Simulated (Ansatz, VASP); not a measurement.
# Two plane-wave programs on SnO2

```
Sn O
1.0
     4.76482    0.00000    0.00000
     0.00000    4.76482    0.00000
     0.00000    0.00000    3.20750
Sn O
2 4
Cartesian
  2.3824 2.3824 1.6037
  0.0000 0.0000 0.0000
  0.9245 3.8403 1.6037
  3.8403 0.9245 1.6037
  1.4579 1.4579 0.0000
  3.3069 3.3069 0.0000
```

Alike in both runs: task single point; functional PBEsol; k mesh 4 × 4 × 6; occupations gaussian, width 0.1 eV; no spin polarisation.

```csv
,VASP,Ansatz
version,VASP 6.6.1,Ansatz 0.2.0
potentials or method,"VASP PAW PBE potentials, release 64 (Sn_d, O), cutoff 520 eV","scalar-relativistic, plane waves, PAW"
valence electrons in the cell,52,52
```

VASP gave:

| Quantity | Value |
| --- | --- |
| gap on the k mesh at the Fermi level (eV) | 0.94 |
| least direct gap on the mesh (eV) | 0.94 |
| pressure (GPa) | 1.2 |
| traceless stress, the component that is largest in VASP (GPa) | 0.34 |
| rms of the force components (eV/Å) | 0.008 |

Q: Estimate Ansatz's values.

A: gap on the k mesh at the Fermi level (eV): 0.95; least direct gap on the mesh (eV): 0.95; pressure (GPa): 0.6; traceless stress, the component that is largest in VASP (GPa): 0.13; rms of the force components (eV/Å): 0.015.

VASP's potentials were made for PBE, not for PBEsol. Atom by atom the forces differ by 0.007 eV/Å (rms over components).
